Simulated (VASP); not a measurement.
# Sn (I4_1/amd) in VASP: notebook, part 2 of 2

VASP 6.6.1. Earlier steps stand in the parts before.

## 5. Single point, LDA

File INCAR:

```
PREC = Accurate ; ENCUT = 520
EDIFF = 1E-7 ; ISMEAR = -1
SIGMA = 0.05 ; LREAL = F
LASPH = T ; NELM = 80
ALGO = Fast ; ISIF = 2
LWAVE = F ; LCHARG = F
NBANDS = 21
```

File KPOINTS:

```
Automatic mesh
0
Gamma
  9 9 9
```

File POSCAR:

```
Sn
1.0
   -2.9401404553      2.9401404553      1.5993019889
    2.9401404553     -2.9401404553      1.5993019889
    2.9401404553      2.9401404553     -1.5993019889
Sn
2
Direct
    0.0000000000      0.0000000000      0.0000000000
    0.7500000000      0.2500000000      0.5000000000
```

Potentials or basis: VASP PAW LDA potentials, release 64 (Sn_d).

Launch:

```console
cat potpaw_LDA.64/Sn_d/POTCAR > POTCAR
mpirun -np 1 vasp_std > vasp.out
```

OUTCAR:

```text
PREC = Accurate
   ENCUT = 520
   EDIFF = 1E-7
   ISMEAR = -1
   LREAL = F
   LASPH = T
   NELM = 80
   ISIF = 2

 ion  position               nearest neighbor table
   1  0.000  0.000  0.000-   2 3.05   2 3.05   2 3.05   2 3.05
   2  0.750  0.250  0.500-   1 3.05   1 3.05   1 3.05   1 3.05

  LATTYP: Found a body centered tetragonal cell.
 ALAT       =     5.8802809106
 C/A-ratio  =     0.5439542815

  Lattice vectors:

 A1 = (  -2.9401404553,   2.9401404553,   1.5993019889)
 A2 = (   2.9401404553,  -2.9401404553,   1.5993019889)
 A3 = (   2.9401404553,   2.9401404553,  -1.5993019889)

Analysis of symmetry for initial positions (statically):
=====================================================================
 Subroutine PRICEL returns:
 Original cell was already a primitive cell.

 Routine SETGRP: Setting up the symmetry group for a
 body centered tetragonal supercell.

 Subroutine GETGRP returns: Found 16 space group operations
 (whereof  8 operations were pure point group operations)
 out of a pool of 16 trial point group operations.

The static configuration has the point symmetry D_2d.
 The point group associated with its full space group is D_4h.

Analysis of symmetry for dynamics (positions and initial velocities):
=====================================================================
 Subroutine PRICEL returns:
 Original cell was already a primitive cell.

 Routine SETGRP: Setting up the symmetry group for a
 body centered tetragonal supercell.

 Subroutine GETGRP returns: Found 16 space group operations
 (whereof  8 operations were pure point group operations)
 out of a pool of 16 trial point group operations.

The dynamic configuration has the point symmetry D_2d.
 The point group associated with its full space group is D_4h.

 Subroutine INISYM returns: Found 16 space group operations
 (whereof  8 operations are pure point group operations),
 and found     1 'primitive' translations

----------------------------------------------------------------------------------------

                                     Primitive cell

  volume of cell :      55.3002

  direct lattice vectors                    reciprocal lattice vectors
    -2.940140455  2.940140455  1.599301989     0.000000000  0.170059903  0.312636390
     2.940140455 -2.940140455  1.599301989     0.170059903  0.000000000  0.312636390
     2.940140455  2.940140455 -1.599301989     0.170059903  0.170059903  0.000000000

  length of vectors
     4.454954393  4.454954393  4.454954393     0.355895888  0.355895888  0.240501021

  position of ions in fractional coordinates (direct lattice)
     0.000000000  0.000000000  0.000000000
     0.750000000  0.250000000  0.500000000

  ion indices of the primitive-cell ions
   primitive index   ion index
                 1           1
                 2           2

----------------------------------------------------------------------------------------

 KPOINTS: Automatic mesh

Automatic generation of k-mesh.
 Grid dimensions read from file:
 generate k-points for:    9    9    9

 Generating k-lattice:

  Cartesian coordinates                     Fractional coordinates (reciprocal lattice)
     0.000000000  0.018895545  0.034737377     0.111111111 -0.000000000  0.000000000
     0.018895545  0.000000000  0.034737377    -0.000000000  0.111111111  0.000000000
     0.018895545  0.018895545  0.000000000     0.000000000  0.000000000  0.111111111

  Length of vectors
     0.039543988  0.039543988  0.026722336

  Shift w.r.t. Gamma in fractional coordinates (k-lattice)
     0.000000000  0.000000000  0.000000000

 Subroutine IBZKPT returns following result:
 ===========================================

 Found     75 irreducible k-points:

 Following reciprocal coordinates:
            Coordinates               Weight
  0.000000  0.000000  0.000000      1.000000
  0.111111 -0.000000  0.000000      8.000000
  0.222222 -0.000000  0.000000      8.000000
  0.333333 -0.000000  0.000000      8.000000
  0.444444 -0.000000  0.000000      8.000000
  0.111111  0.111111  0.000000      8.000000
[... 16 lines left out ...]
 -0.333333  0.333333  0.000000      4.000000
  0.444444  0.444444 -0.000000      8.000000
 [... further k-points ...]
   k-points           NKPTS =     75   k-points in BZ     NKDIM =     75   number of bands    NBANDS=     21
   number of dos      NEDOS =    301   number of ions     NIONS =      2
   total plane-waves  NPLWV =  46656
   dimension x,y,z NGX =    36 NGY =   36 NGZ =   36
   dimension x,y,z NGXF=    72 NGYF=   72 NGZF=   72
   ions per type =               2
   NGX,Y,Z   is equivalent  to a cutoff of  13.43, 13.43, 13.43 a.u.
   NGXF,Y,Z  is equivalent  to a cutoff of  26.87, 26.87, 26.87 a.u.
 SYSTEM =  unknown system
   PREC   = accura    normal or accurate (medium, high low for compatibility)
   ISTART =      0    job   : 0-new  1-cont  2-samecut
   ICHARG =      2    charge: 1-file 2-atom 10-const
   ISPIN  =      1    spin polarized calculation?
   LNONCOLLINEAR =      F non collinear calculations
   LSORBIT =      F    spin-orbit coupling
   LASPH  =      T    aspherical Exc in radial PAW
   ENCUT  =  520.0 eV  38.22 Ry    6.18 a.u.   8.28  8.28  8.28*2*pi/ulx,y,z
   NELM   =     80;   NELMIN=  2; NELMDL= -5     # of ELM steps
   EDIFF  = 0.1E-06   stopping-criterion for ELM
   LREAL  =      F    real-space projection
   EDIFFG = 0.1E-05   stopping-criterion for IOM
   NSW    =      0    number of steps for IOM
   IBRION =     -1    ionic relax: 0-MD 1-quasi-New 2-CG
   NFREE  =      0    steps in history (QN), initial steepest desc. (CG)
   ISIF   =      2    stress and relaxation
   ISYM   =      2    0-nonsym 1-usesym 2-fastsym
   POTIM  = 0.5000    time-step for ionic-motion
   TEBEG  =    0.0;   TEEND  =   0.0 temperature during run
   PSTRESS=    0.0 pullay stress
   NELECT =      28.0000    total number of electrons
   NUPDOWN=      -1.0000    fix difference up-down
   EMIN   =  10.00;   EMAX   =-10.00  energy-range for DOS
   EFERMI =   0.00;   METHOD = LEGACY
   ISMEAR =    -1;   SIGMA  =   0.05  broadening in eV -4-tet -1-fermi 0-gaus
   EFERMI_NEDOS =   21; number of points for ismear=-14 and -15
   IALGO  =     68    algorithm
   IMIX   =      4    mixing-type and parameters
     AMIX     =   0.40;   BMIX     =  1.00
     AMIX_MAG =   1.60;   BMIX_MAG =  1.00
  volume/ion in A,a.u.               =      27.65       186.59
  Fermi-wavevector in a.u.,A,eV,Ry     =   1.304824  2.465760 23.164816  1.702566
  Thomas-Fermi vector in A             =   2.435734
   LORBIT       =      0    0 simple, 1 ext, 2 COOP (PROOUT), +10 PAW based schemes
   GGA     = CA    functional components
   LHFCALC =     F    Hartree Fock is set to
   AEXX    =    0.0000 exact exchange contribution
   IVDW    =     0    specifies the selected vdW correction
   LEPSILON=     F    determine dielectric tensor
   LRPA    =     F    only Hartree local field effects (RPA)
 non-spin polarized calculation
 RMM-DIIS sequential band-by-band and
  energy-cutoff  :      520.00
  volume of cell :       55.30
 maximum number of plane-waves:      1507
 NGX is ok and might be reduce to    36
   NGX = 17   NGY = 17   NGZ = 17

 number of electron      27.9999990 magnetization

 Free energy of the ion-electron system (eV)
  ---------------------------------------------------
  ext. energy  EPLUGINS =         0.00000000
  ---------------------------------------------------
  free energy    TOTEN  =        -8.94889456 eV

  energy without entropy =       -8.94165402  energy(sigma->0) =       -8.94527429

 E-fermi :   7.4709     XC(G=0): -10.4590

 val. band max:        7.4604487951   @ k =   0.4444   0.3333   0.0000
 cond. band min:       7.5032699133   @ k =  -0.2222   0.4444   0.2222
 fundamental gap:      0.0428211182
 Fermi energy:         7.4708506459

 k-point     1 :       0.0000    0.0000    0.0000
  band No.  band energies     occupation
      1     -14.0553      2.00000
      2     -13.9765      2.00000
      3     -13.9319      2.00000
      4     -13.9234      2.00000
      5     -13.7783      2.00000
      6     -13.7783      2.00000
[... 13 lines left out ...]
     20      17.3089      0.00000
     21      17.9717      0.00000
[... 529 lines left out ...]
 k-point    24 :       0.4444    0.4444   -0.0000
  band No.  band energies     occupation
      1     -13.9585      2.00000
      2     -13.9580      2.00000
      3     -13.8997      2.00000
      4     -13.8979      2.00000
      5     -13.8065      2.00000
      6     -13.7998      2.00000
[... 13 lines left out ...]
     20      18.1935      0.00000
     21      18.6470      0.00000

 [... further k-points ...]

------------------------ aborting loop because EDIFF is reached ----------------------------------------

  FORCE on cell =-STRESS in cart. coord.  units (eV):
  Direction    XX          YY          ZZ          XY          YZ          ZX
  --------------------------------------------------------------------------------------
  -------------------------------------------------------------------------------------
  Total       -0.9486943     -0.9486943     -1.0666414      0.0000000      0.0000000      0.0000000
  in kB      -27.4859190    -27.4859190    -30.9031258      0.0000000      0.0000000      0.0000000
  external PRESSURE =     -28.6249879 kB  Pullay stress =       0.0000000 kB

 VOLUME and BASIS-vectors are now :
 -----------------------------------------------------------------------------
  energy-cutoff  :      520.00
  volume of cell :       55.30
      direct lattice vectors                 reciprocal lattice vectors
    -2.940140455  2.940140455  1.599301989     0.000000000  0.170059903  0.312636390
     2.940140455 -2.940140455  1.599301989     0.170059903  0.000000000  0.312636390
     2.940140455  2.940140455 -1.599301989     0.170059903  0.170059903  0.000000000

 POSITION                                       TOTAL-FORCE (eV/Angst)
 -----------------------------------------------------------------------------------
      0.00000      0.00000      0.00000         0.000000     -0.000000      0.000000
      0.00000      2.94014      0.79965        -0.000000      0.000000     -0.000000
 -----------------------------------------------------------------------------------
    total drift:                               -0.000000      0.000000     -0.000000

  FREE ENERGIE OF THE ION-ELECTRON SYSTEM (eV)
  ---------------------------------------------------
  free  energy   TOTEN  =        -8.9488945593 eV

  energy  without entropy=       -8.9416540183  energy(sigma->0) =       -8.94527429
```

It took 2.3 min on 1 thread of Intel Xeon 8259CL, shared host; peak memory 0.22 GiB.

What came out:

```yaml
Free_energy: -8.9489 eV
Pressure: -2.9 GPa
Band_gap_on_the_k_mesh: zero (bands 14 and 15 overlap by 3.93 eV)
```

Levels at points of the mesh, in eV from the Fermi level:
| k point | band 10 | band 11 | band 12 | band 13 | band 14 | band 15 | band 16 | band 17 | band 18 | band 19 |
| --- | --- | --- | --- | --- | --- | --- | --- | --- | --- | --- |
| (0.00, 0.00, 0.00) | -21.05 | -11.01 | -3.80 | -1.93 | -1.93 | 3.10 | 6.05 | 6.05 | 6.66 | 6.74 |

Caveat: spin-orbit coupling is left out, which moves the levels of the heavy elements.

## 6. Summary

| task | level | potentials or basis | cell | cutoff (eV) | gap on the mesh (eV) | pressure (GPa) | relaxed volume (Å³/atom) |
| --- | --- | --- | --- | --- | --- | --- | --- |
| relaxation of cell and atoms | PBE | VASP PAW PBE potentials, release 64 (Sn_d) | relaxed | 600 | none | 0.0 | 28.41 |
| relaxation of cell and atoms | revPBE+D3(BJ) | VASP PAW PBE potentials, release 64 (Sn_d) | relaxed | 600 | none | 0.0 | 26.79 |
| relaxation of cell and atoms | PBE+D3(BJ) | VASP PAW PBE potentials, release 64 (Sn_d) | relaxed | 600 | none | 0.0 | 27.21 |
| single point | LDA | VASP PAW LDA potentials, release 64 (Sn_d) | as given | 520 | none | -2.9 | - |

Alike in all rows: no spin polarisation; k mesh 9 × 9 × 9; smearing fermi-dirac 0.05 eV.

Caveats: spin-orbit coupling is left out, which moves the levels of the heavy elements; the PAW data sets were made with another functional, which shifts forces and pressure a little (at least some runs).

Total energies depend on the potentials used, so only differences within one code and one set of settings carry meaning.
